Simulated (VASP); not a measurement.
# Na (Fd-3m) in VASP: a series of runs

Na is run at these levels: LDA; tasks: single point.

Everything below comes from runs of VASP 6.6.1. Logs are shortened: lines on timing, memory, paths and dates and some standing lists are left out, and cuts for length are marked.

## (1) The cell of the first run

The structure is cubic, space group Fd-3m (No. 227). The conventional cell has a = 7.298 Å, b = 7.298 Å, c = 7.298 Å, α = 90.00°, β = 90.00°, γ = 90.00°. Within 4.2 Å of Na (site symmetry -43m) lie 4 Na at 3.16 Å.

This isn't the form of Na at room conditions, which is bcc.

## (2) Single point, LDA

File INCAR:

```
PREC = Accurate ; ENCUT = 520
EDIFF = 1E-7 ; ISMEAR = 1
SIGMA = 0.05 ; LREAL = F
LASPH = T ; NELM = 100
ALGO = Normal ; ISIF = 2
LWAVE = F ; LCHARG = F
NBANDS = 14
```

File KPOINTS:

```
regular mesh
0
Gamma
  10 10 10
```

File POSCAR:

```
Na
1.0
    0.0000000000      3.6491511449      3.6491511449
    3.6491511449      0.0000000000      3.6491511449
    3.6491511449      3.6491511449      0.0000000000
Na
2
Direct
    0.0000000000      0.0000000000      0.0000000000
    0.2500000000      0.2500000000      0.2500000000
```

Potentials or basis: VASP PAW LDA potentials, release 64 (Na_pv).

On the command line:

```console
$ cat potpaw_LDA.64/Na_pv/POTCAR > POTCAR
$ mpirun -np 1 vasp_std > vasp.out
```

OUTCAR:

```text
PREC = Accurate
   ENCUT = 520
   EDIFF = 1E-7
   ISMEAR = 1
   LREAL = F
   LASPH = T
   NELM = 100
   ISIF = 2

 ion  position               nearest neighbor table
   1  0.000  0.000  0.000-
   2  0.250  0.250  0.250-

  LATTYP: Found a face centered cubic cell.
 ALAT       =     7.2983022898

  Lattice vectors:

 A1 = (   0.0000000000,   3.6491511449,   3.6491511449)
 A2 = (   3.6491511449,   0.0000000000,   3.6491511449)
 A3 = (   3.6491511449,   3.6491511449,   0.0000000000)

Analysis of symmetry for initial positions (statically):
=====================================================================
 Subroutine PRICEL returns:
 Original cell was already a primitive cell.

 Routine SETGRP: Setting up the symmetry group for a
 face centered cubic supercell.

 Subroutine GETGRP returns: Found 48 space group operations
 (whereof 24 operations were pure point group operations)
 out of a pool of 48 trial point group operations.

The static configuration has the point symmetry T_d .
 The point group associated with its full space group is O_h .

Analysis of symmetry for dynamics (positions and initial velocities):
=====================================================================
 Subroutine PRICEL returns:
 Original cell was already a primitive cell.

 Routine SETGRP: Setting up the symmetry group for a
 face centered cubic supercell.

 Subroutine GETGRP returns: Found 48 space group operations
 (whereof 24 operations were pure point group operations)
 out of a pool of 48 trial point group operations.

The dynamic configuration has the point symmetry T_d .
 The point group associated with its full space group is O_h .

 Subroutine INISYM returns: Found 48 space group operations
 (whereof 24 operations are pure point group operations),
 and found     1 'primitive' translations

----------------------------------------------------------------------------------------

                                     Primitive cell

  volume of cell :      97.1864

  direct lattice vectors                    reciprocal lattice vectors
     0.000000000  3.649151145  3.649151145    -0.137018167  0.137018167  0.137018167
     3.649151145  0.000000000  3.649151145     0.137018167 -0.137018167  0.137018167
     3.649151145  3.649151145  0.000000000     0.137018167  0.137018167 -0.137018167

  length of vectors
     5.160679040  5.160679040  5.160679040     0.237322426  0.237322426  0.237322426
[... 90 lines left out ...]
   TEBEG  =    0.0;   TEEND  =   0.0 temperature during run
   PSTRESS=    0.0 pullay stress
   NELECT =      14.0000    total number of electrons
   NUPDOWN=      -1.0000    fix difference up-down
   EMIN   =  10.00;   EMAX   =-10.00  energy-range for DOS
   EFERMI =   0.00;   METHOD = LEGACY
   ISMEAR =     1;   SIGMA  =   0.05  broadening in eV -4-tet -1-fermi 0-gaus
   EFERMI_NEDOS =   21; number of points for ismear=-14 and -15
   IALGO  =     38    algorithm
   IMIX   =      4    mixing-type and parameters
     AMIX     =   0.40;   BMIX     =  1.00
     AMIX_MAG =   1.60;   BMIX_MAG =  1.00
  volume/ion in A,a.u.               =      48.59       327.92
  Fermi-wavevector in a.u.,A,eV,Ry     =   0.858188  1.621740 10.020504  0.736486
  Thomas-Fermi vector in A             =   1.975355
   LORBIT       =      0    0 simple, 1 ext, 2 COOP (PROOUT), +10 PAW based schemes
   GGA     = CA    functional components
   LHFCALC =     F    Hartree Fock is set to
   AEXX    =    0.0000 exact exchange contribution
   IVDW    =     0    specifies the selected vdW correction
   LEPSILON=     F    determine dielectric tensor
   LRPA    =     F    only Hartree local field effects (RPA)
 non-spin polarized calculation
 Methfessel and Paxton  Order N= 1 SIGMA  =   0.05
  energy-cutoff  :      520.00
  volume of cell :       97.19
 maximum number of plane-waves:      2685
 NGX is ok and might be reduce to    40
   NGX = 19   NGY = 19   NGZ = 19

 number of electron      13.9999984 magnetization

 Free energy of the ion-electron system (eV)
  ---------------------------------------------------
  ext. energy  EPLUGINS =         0.00000000
  ---------------------------------------------------
  free energy    TOTEN  =        -2.20261034 eV

  energy without entropy =       -2.20256121  energy(sigma->0) =       -2.20259396

 E-fermi :  -0.4997     XC(G=0):  -5.9304

 val. band max:       -0.5759911301   @ k =  -0.3000   0.4000   0.1000
 cond. band min:      -0.4964446250   @ k =  -0.3000   0.4000   0.2000
 fundamental gap:      0.0795465051
 Fermi energy:        -0.4997045478

 k-point     1 :       0.0000    0.0000    0.0000
  band No.  band energies     occupation
      1     -25.9279      2.00000
      2     -25.9279      2.00000
      3     -25.9279      2.00000
      4     -25.8790      2.00000
      5     -25.8790      2.00000
      6     -25.8790      2.00000
      7      -3.2680      2.00000
      8       4.3624      0.00000
      9       4.3624      0.00000
     10       4.3624      0.00000
     11       4.6994      0.00000
     12       4.6994      0.00000
     13       4.6994      0.00000
     14       6.6213      0.00000
[... 377 lines left out ...]
      1     -25.9369      2.00000
      2     -25.9364      2.00000
      3     -25.9153      2.00000
      4     -25.8928      2.00000
      5     -25.8709      2.00000
      6     -25.8706      2.00000
      7      -1.8250      2.00000
      8       1.2833      0.00000
      9       1.6709      0.00000
     10       2.3102      0.00000
     11       3.0270      0.00000
     12       3.7714      0.00000
     13       7.4525      0.00000
     14       8.0136      0.00000

 [... further k-points ...]

------------------------ aborting loop because EDIFF is reached ----------------------------------------

  FORCE on cell =-STRESS in cart. coord.  units (eV):
  Direction    XX          YY          ZZ          XY          YZ          ZX
  --------------------------------------------------------------------------------------
  -------------------------------------------------------------------------------------
  Total       -0.0035217     -0.0035217     -0.0035217     -0.0000000      0.0000000      0.0000000
  in kB       -0.0580578     -0.0580578     -0.0580578     -0.0000000      0.0000000      0.0000000
  external PRESSURE =      -0.0580578 kB  Pullay stress =       0.0000000 kB

 VOLUME and BASIS-vectors are now :
 -----------------------------------------------------------------------------
  energy-cutoff  :      520.00
  volume of cell :       97.19
      direct lattice vectors                 reciprocal lattice vectors
     0.000000000  3.649151145  3.649151145    -0.137018167  0.137018167  0.137018167
     3.649151145  0.000000000  3.649151145     0.137018167 -0.137018167  0.137018167
     3.649151145  3.649151145  0.000000000     0.137018167  0.137018167 -0.137018167

 POSITION                                       TOTAL-FORCE (eV/Angst)
 -----------------------------------------------------------------------------------
      0.00000      0.00000      0.00000        -0.000000     -0.000000     -0.000000
      1.82458      1.82458      1.82458         0.000000      0.000000      0.000000
 -----------------------------------------------------------------------------------
    total drift:                               -0.000000     -0.000000      0.000000

  FREE ENERGIE OF THE ION-ELECTRON SYSTEM (eV)
  ---------------------------------------------------
  free  energy   TOTEN  =        -2.2026103441 eV

  energy  without entropy=       -2.2025612066  energy(sigma->0) =       -2.20259396
```

Wall time 91 s (1 thread of Intel Xeon 8259CL, shared host); peak memory 0.21 GiB.

Results:

```yaml
Free_energy: -2.2026 eV
Pressure: 0.0 GPa
Band_gap_on_the_k_mesh: zero (bands 7 and 8 overlap by 0.74 eV)
```

## (3) Single point, LDA

File INCAR:

```
PREC     = Accurate       # precision mode
ENCUT    = 520            # plane-wave cutoff, eV
EDIFF    = 1E-6           # SCF threshold, eV
ISMEAR   = 1              # smearing method
SIGMA    = 0.05           # smearing width, eV
LREAL    = F              # projectors in reciprocal space
LASPH    = T              # aspherical terms in the spheres
NELM     = 80             # most SCF steps
ALGO     = Normal         # electronic algorithm
ISIF     = 2              # what is computed and relaxed
LWAVE    = F              # write WAVECAR
LCHARG   = F              # write CHGCAR
GGA      = CA             # functional
NBANDS   = 14             # bands
```

File KPOINTS:

```
Automatic mesh
0
Gamma
  10 10 10
```

POSCAR is that of step 2.

Potentials or basis: VASP PAW LDA potentials, release 64 (Na_pv).

On the command line:

```console
$ cat potpaw_LDA.64/Na_pv/POTCAR > POTCAR
$ mpirun -np 1 vasp_std > vasp.out
```

OUTCAR:

```text
PREC = Accurate
   ENCUT = 520
   EDIFF = 1E-6
   ISMEAR = 1
   LREAL = F
   LASPH = T
   NELM = 80
   ISIF = 2
   GGA = CA

 ion  position               nearest neighbor table
   1  0.000  0.000  0.000-
   2  0.250  0.250  0.250-

  LATTYP: Found a face centered cubic cell.
 ALAT       =     7.2983022898

  Lattice vectors:

 A1 = (   0.0000000000,   3.6491511449,   3.6491511449)
 A2 = (   3.6491511449,   0.0000000000,   3.6491511449)
 A3 = (   3.6491511449,   3.6491511449,   0.0000000000)

Analysis of symmetry for initial positions (statically):
=====================================================================
 Subroutine PRICEL returns:
 Original cell was already a primitive cell.

 Routine SETGRP: Setting up the symmetry group for a
 face centered cubic supercell.

 Subroutine GETGRP returns: Found 48 space group operations
 (whereof 24 operations were pure point group operations)
 out of a pool of 48 trial point group operations.

The static configuration has the point symmetry T_d .
 The point group associated with its full space group is O_h .

Analysis of symmetry for dynamics (positions and initial velocities):
=====================================================================
 Subroutine PRICEL returns:
 Original cell was already a primitive cell.

 Routine SETGRP: Setting up the symmetry group for a
 face centered cubic supercell.

 Subroutine GETGRP returns: Found 48 space group operations
 (whereof 24 operations were pure point group operations)
 out of a pool of 48 trial point group operations.

The dynamic configuration has the point symmetry T_d .
 The point group associated with its full space group is O_h .

 Subroutine INISYM returns: Found 48 space group operations
 (whereof 24 operations are pure point group operations),
 and found     1 'primitive' translations

----------------------------------------------------------------------------------------

                                     Primitive cell

  volume of cell :      97.1864

  direct lattice vectors                    reciprocal lattice vectors
     0.000000000  3.649151145  3.649151145    -0.137018167  0.137018167  0.137018167
     3.649151145  0.000000000  3.649151145     0.137018167 -0.137018167  0.137018167
     3.649151145  3.649151145  0.000000000     0.137018167  0.137018167 -0.137018167

  length of vectors
     5.160679040  5.160679040  5.160679040     0.237322426  0.237322426  0.237322426

  position of ions in fractional coordinates (direct lattice)
     0.000000000  0.000000000  0.000000000
     0.250000000  0.250000000  0.250000000

  ion indices of the primitive-cell ions
   primitive index   ion index
                 1           1
                 2           2

----------------------------------------------------------------------------------------

 KPOINTS: Automatic mesh

Automatic generation of k-mesh.
 Grid dimensions read from file:
 generate k-points for:   10   10   10

 Generating k-lattice:

  Cartesian coordinates                     Fractional coordinates (reciprocal lattice)
    -0.013701817  0.013701817  0.013701817     0.100000000  0.000000000  0.000000000
     0.013701817 -0.013701817  0.013701817     0.000000000  0.100000000  0.000000000
     0.013701817  0.013701817 -0.013701817     0.000000000  0.000000000  0.100000000

[... 40 lines left out ...]
   total plane-waves  NPLWV =  64000
   dimension x,y,z NGX =    40 NGY =   40 NGZ =   40
   dimension x,y,z NGXF=    80 NGYF=   80 NGZF=   80
   ions per type =               2
   NGX,Y,Z   is equivalent  to a cutoff of  12.89, 12.89, 12.89 a.u.
   NGXF,Y,Z  is equivalent  to a cutoff of  25.77, 25.77, 25.77 a.u.
 SYSTEM =  unknown system
   PREC   = accura    normal or accurate (medium, high low for compatibility)
   ISTART =      0    job   : 0-new  1-cont  2-samecut
   ICHARG =      2    charge: 1-file 2-atom 10-const
   ISPIN  =      1    spin polarized calculation?
   LNONCOLLINEAR =      F non collinear calculations
   LSORBIT =      F    spin-orbit coupling
   LASPH  =      T    aspherical Exc in radial PAW
   ENCUT  =  520.0 eV  38.22 Ry    6.18 a.u.   9.60  9.60  9.60*2*pi/ulx,y,z
   NELM   =     80;   NELMIN=  2; NELMDL= -5     # of ELM steps
   EDIFF  = 0.1E-05   stopping-criterion for ELM
   LREAL  =      F    real-space projection
   EDIFFG = 0.1E-04   stopping-criterion for IOM
   NSW    =      0    number of steps for IOM
   IBRION =     -1    ionic relax: 0-MD 1-quasi-New 2-CG
   NFREE  =      0    steps in history (QN), initial steepest desc. (CG)
   ISIF   =      2    stress and relaxation
   ISYM   =      2    0-nonsym 1-usesym 2-fastsym
   POTIM  = 0.5000    time-step for ionic-motion
   TEBEG  =    0.0;   TEEND  =   0.0 temperature during run
   PSTRESS=    0.0 pullay stress
   NELECT =      14.0000    total number of electrons
   NUPDOWN=      -1.0000    fix difference up-down
   EMIN   =  10.00;   EMAX   =-10.00  energy-range for DOS
   EFERMI =   0.00;   METHOD = LEGACY
   ISMEAR =     1;   SIGMA  =   0.05  broadening in eV -4-tet -1-fermi 0-gaus
   EFERMI_NEDOS =   21; number of points for ismear=-14 and -15
   IALGO  =     38    algorithm
   IMIX   =      4    mixing-type and parameters
     AMIX     =   0.40;   BMIX     =  1.00
     AMIX_MAG =   1.60;   BMIX_MAG =  1.00
  volume/ion in A,a.u.               =      48.59       327.92
  Fermi-wavevector in a.u.,A,eV,Ry     =   0.858188  1.621740 10.020504  0.736486
  Thomas-Fermi vector in A             =   1.975355
   LORBIT       =      0    0 simple, 1 ext, 2 COOP (PROOUT), +10 PAW based schemes
   GGA     = CA    functional components
   LHFCALC =     F    Hartree Fock is set to
   AEXX    =    0.0000 exact exchange contribution
   IVDW    =     0    specifies the selected vdW correction
   LEPSILON=     F    determine dielectric tensor
   LRPA    =     F    only Hartree local field effects (RPA)
 non-spin polarized calculation
 Methfessel and Paxton  Order N= 1 SIGMA  =   0.05
  energy-cutoff  :      520.00
  volume of cell :       97.19
 maximum number of plane-waves:      2685
 NGX is ok and might be reduce to    40
   NGX = 19   NGY = 19   NGZ = 19

 number of electron      13.9999984 magnetization

 Free energy of the ion-electron system (eV)
  ---------------------------------------------------
  ext. energy  EPLUGINS =         0.00000000
  ---------------------------------------------------
  free energy    TOTEN  =        -2.20261010 eV

  energy without entropy =       -2.20256114  energy(sigma->0) =       -2.20259378

 E-fermi :  -0.4997     XC(G=0):  -5.9304

 val. band max:       -0.5760197054   @ k =  -0.3000   0.4000   0.1000
 cond. band min:      -0.4964789636   @ k =  -0.3000   0.4000   0.2000
 fundamental gap:      0.0795407418
 Fermi energy:        -0.4997306777

 k-point     1 :       0.0000    0.0000    0.0000
  band No.  band energies     occupation
      1     -25.9279      2.00000
      2     -25.9279      2.00000
      3     -25.9279      2.00000
      4     -25.8790      2.00000
      5     -25.8790      2.00000
      6     -25.8790      2.00000
      7      -3.2680      2.00000
      8       4.3625      0.00000
      9       4.3625      0.00000
     10       4.3625      0.00000
     11       4.6992      0.00000
     12       4.6992      0.00000
     13       4.6992      0.00000
     14       6.6222      0.00000
[... 377 lines left out ...]
      1     -25.9368      2.00000
      2     -25.9364      2.00000
      3     -25.9153      2.00000
      4     -25.8927      2.00000
      5     -25.8708      2.00000
      6     -25.8705      2.00000
      7      -1.8250      2.00000
      8       1.2833      0.00000
      9       1.6709      0.00000
     10       2.3102      0.00000
     11       3.0271      0.00000
     12       3.7715      0.00000
     13       7.4525      0.00000
     14       8.0136      0.00000

 [... further k-points ...]

------------------------ aborting loop because EDIFF is reached ----------------------------------------

  FORCE on cell =-STRESS in cart. coord.  units (eV):
  Direction    XX          YY          ZZ          XY          YZ          ZX
  --------------------------------------------------------------------------------------
  -------------------------------------------------------------------------------------
  Total       -0.0110431     -0.0110431     -0.0110431     -0.0000000      0.0000000      0.0000000
  in kB       -0.1820519     -0.1820519     -0.1820519     -0.0000000      0.0000000      0.0000000
  external PRESSURE =      -0.1820519 kB  Pullay stress =       0.0000000 kB

 VOLUME and BASIS-vectors are now :
 -----------------------------------------------------------------------------
  energy-cutoff  :      520.00
  volume of cell :       97.19
      direct lattice vectors                 reciprocal lattice vectors
     0.000000000  3.649151145  3.649151145    -0.137018167  0.137018167  0.137018167
     3.649151145  0.000000000  3.649151145     0.137018167 -0.137018167  0.137018167
     3.649151145  3.649151145  0.000000000     0.137018167  0.137018167 -0.137018167

 POSITION                                       TOTAL-FORCE (eV/Angst)
 -----------------------------------------------------------------------------------
      0.00000      0.00000      0.00000        -0.000000     -0.000000     -0.000000
      1.82458      1.82458      1.82458         0.000000      0.000000      0.000000
 -----------------------------------------------------------------------------------
    total drift:                               -0.000000     -0.000000      0.000000

  FREE ENERGIE OF THE ION-ELECTRON SYSTEM (eV)
  ---------------------------------------------------
  free  energy   TOTEN  =        -2.2026100999 eV

  energy  without entropy=       -2.2025611399  energy(sigma->0) =       -2.20259378
```

Wall time 77 s (1 thread of Intel Xeon 8259CL, shared host); peak memory 0.21 GiB.

What came out:

* Free energy: -2.2026 eV
* Pressure: 0.0 GPa
* Band gap on the k mesh: zero (bands 7 and 8 overlap by 0.73 eV)

Levels at points of the mesh, in eV from the Fermi level:
```tsv
k point	band 5	band 6	band 7	band 8	band 9	band 10
(0.00, 0.00, 0.00)	-25.38	-25.38	-2.77	4.86	4.86	4.86
(0.50, 0.00, 0.00)	-25.37	-25.37	-0.89	-0.36	4.10	4.10
(0.50, 0.50, 0.00)	-25.37	-25.37	0.03	0.03	2.53	2.53
```

The gap in the log of VASP goes by the Fermi energy; the results here count the filled bands.